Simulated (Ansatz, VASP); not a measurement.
## One calculation of Ti, two programs

File INCAR:

```
SYSTEM = Ti
  PREC = Accurate
  ENCUT = 600
  EDIFF = 1E-7
  ISMEAR = -1
  SIGMA = 0.1
  LREAL = .FALSE.
  LASPH = .TRUE.
  NELM = 100
  ALGO = Normal
  ISIF = 3
  LWAVE = .FALSE.
  LCHARG = .FALSE.
  GGA = B5
  ALDAX = 1.0
  AGGAX = 1.0
  AGGAC = 1.0
  ALDAC = 0.0
  IBRION = 2
  NSW = 80
  EDIFFG = -0.01
```

File KPOINTS:

```
regular mesh
0
G
  8 8 11
  0 0 0
```

POSCAR

```
Ti
1.0
    4.6382998794      0.0000000000      0.0000000000
   -2.3191499397      4.0168855259      0.0000000000
    0.0000000000      0.0000000000      2.8432778261
Ti
3
Direct
    0.0000000000      0.0000000000      0.0000000000
    0.3333333333      0.6666666667      0.5000000000
    0.6666666667      0.3333333333      0.5000000000
```

Input for Ansatz:

```yaml
crystal:
  lattice:
    - [4.6382998794, 0.0, 0.0]
    - [-2.3191499397, 4.0168855259, 0.0]
    - [0.0, 0.0, 2.8432778261]
  atoms:
    - { symbol: Ti, position: [0.0, 0.0, 0.0] }
    - { symbol: Ti, position: [0.3333333333, 0.6666666667, 0.5] }
    - { symbol: Ti, position: [0.6666666667, 0.3333333333, 0.5] }
hamiltonian:
  xc: blyp
  pseudopotentials:
    kind: paw
    azcp:
      Ti: "pseudopotentials/Ti.paw.azcp"
basis:
  ecutwfc: 420
  fft_grid_basis: typed
kpoints:
  mp_grid: { grid: [8, 8, 11], shift: [0, 0, 0] }
magnetization:
  spin_polarized: false
scf:
  occupations: { method: fermi_dirac, width: 0.1 }
relax:
  max_steps: 60
  f_tol: 0.01
  cell: {}
```

Alike in both runs: task relaxation of cell and atoms; functional BLYP; k mesh 8 × 8 × 11; occupations fermi-dirac, width 0.1 eV; no spin polarisation.

```csv
,VASP,Ansatz
version,VASP 6.6.1,Ansatz 0.2.0
potentials or method,"VASP PAW PBE potentials, release 64 (Ti_sv), cutoff 600 eV","plane waves (420 eV) with PAW, scalar-relativistic"
valence electrons in the cell,36,36
```

Ansatz gave:

| Quantity | Value |
| --- | --- |
| relaxed volume (Å³/atom) | 17.56 |
| relaxed cell length with the largest relative difference (Å) | 2.856 |

Task: What did VASP give for the same quantities?

Result: Relaxed volume (Å³/atom): 17.57; relaxed cell length with the largest relative difference (Å): 2.857.

VASP's potentials were made for PBE, not for BLYP.
